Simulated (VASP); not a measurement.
Write the native input for VASP 6.6.1 that does the following.

```
Task                   : single point
Functional             : PBEsol
Potentials or basis    : VASP PAW PBE potentials, release 64 (Hg, Te)
Cutoff                 : 520 eV
k mesh                 : 6 × 6 × 6
Occupations            : gaussian, width 0.05 eV
Spin                   : no spin polarisation
Dipole correction      : no
Further INCAR settings : ALGO = Normal; EDIFF = 1e-06; NBANDS = 16
```

The structure of HgTe (Coloradoite) lies in POSCAR:

```
HgTe
1.0
    0.0000000000      3.1502100000      3.2145000000
    3.1502100000      0.0000000000      3.2145000000
    3.1502100000      3.1502100000      0.0000000000
Hg Te
1 1
Direct
    0.0000000000      0.0000000000      0.0000000000
    0.2500000000      0.2500000000      0.2500000000
```

One way to write it, as run:

INCAR

```
PREC = Accurate
ENCUT = 520
EDIFF = 1E-6
ISMEAR = 0
SIGMA = 0.05
LREAL = False
LASPH = True
NELM = 100
ALGO = Normal
ISIF = 2
LWAVE = False
LCHARG = False
GGA = PS
NBANDS = 16
```

KPOINTS

```
Automatic mesh
0
Gamma
  6 6 6
```

Potentials or basis: VASP PAW PBE potentials, release 64 (Hg, Te).

The run is started by

```console
$ cat potpaw_PBE.64/Hg/POTCAR potpaw_PBE.64/Te/POTCAR > POTCAR
$ mpirun -np 1 vasp_std > vasp.out
```

Results of the run:

- Pressure: 4.2 GPa
- Band gap on the k mesh: zero (filled and empty bands touch)

Caveat: the PAW data sets were made with another functional, which shifts forces and pressure a little; spin-orbit coupling is left out, which moves the levels of the heavy elements.

It took 46 s on 1 thread of Intel(R) Xeon(R) Platinum 8259CL CPU @ 2.50GHz (Skylake/Cascade Lake) (shared host), peak memory 0.21 GiB.
